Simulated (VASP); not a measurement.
# Ga4AsN3: single point with r2SCAN

Ga4AsN3:

```xyz
8
Lattice="5.5371 0.0000 0.0225 0.0000 3.3705 0.0000 0.0239 0.0000 5.9103" Properties=species:S:1:pos:R:3 pbc="T T T"
N    -0.0194    0.0000    1.8828
N     0.0325    1.6853    5.0138
N     2.7385    1.6853    1.0137
As    2.8406    0.0000    3.9025
Ga    1.9659    0.0000    1.7528
Ga    1.9645    1.6853    5.1811
Ga    4.7654    1.6853    1.0060
Ga    5.1876    0.0000    3.9673
```

```json
{
 "Program": "VASP 6.6.1",
 "Task": "single point",
 "Functional": "r2SCAN",
 "Potentials or basis": "VASP PAW PBE potentials, release 64 (N, As, Ga_d)",
 "Cutoff": "520 eV",
 "k mesh": "4 × 8 × 4",
 "Occupations": "fermi-dirac, width 0.02 eV",
 "Spin": "no spin polarisation",
 "Dipole correction": "no",
 "Further INCAR settings": "ALGO = Normal; EDIFF = 1e-06; NBANDS = 46"
}
```

```json
{
  "Pressure": "0.7 GPa",
  "Largest force": "0.046 eV/Å",
  "Band gap on the k mesh": "zero (band 36 reaches 6.58 eV, above the bottom of band 37 at 6.55 eV)"
}
```

Forces on the atoms (eV/Å):
```
N   -0.021  0.000  0.008
N   -0.031  0.000  0.005
N    0.028  0.000  0.031
As   0.013  0.000 -0.006
Ga   0.009  0.000  0.016
Ga   0.022  0.000 -0.041
Ga  -0.008  0.000  0.006
Ga  -0.014  0.000 -0.018
```

Stress tensor (GPa, compression positive):
```
0.70 0.00 0.03
0.00 0.63 0.00
0.03 0.00 0.63
```

Levels at points of the mesh, in eV from the Fermi level:
```csv
k point,band 34,band 35,band 36,band 37,band 38,band 39
"(0.00, 0.00, 0.00)",-2.09,-1.61,-0.89,0.11,1.03,2.18
"(0.50, 0.00, 0.00)",-3.12,-1.68,-0.12,0.83,1.33,1.60
"(0.00, 0.50, 0.00)",-4.06,-3.83,-3.39,2.79,3.15,3.15
"(0.50, 0.50, 0.00)",-3.80,-3.79,-2.25,2.50,2.91,2.92
"(0.00, 0.00, 0.50)",-3.12,-2.29,-0.12,1.33,1.60,2.93
"(0.50, 0.00, 0.50)",-3.65,-3.20,-0.43,1.89,2.00,3.14
"(0.00, 0.50, 0.50)",-3.91,-3.09,-2.24,1.31,1.96,2.66
"(0.50, 0.50, 0.50)",-3.51,-2.68,-2.62,1.28,1.32,1.71
```

It took 9.8 min on 1 thread of Intel(R) Xeon(R) Platinum 8488C (Sapphire Rapids), with other jobs on the host, peak memory 0.38 GiB.

Caveat: the PAW data sets were made with another functional, which shifts forces and pressure a little.
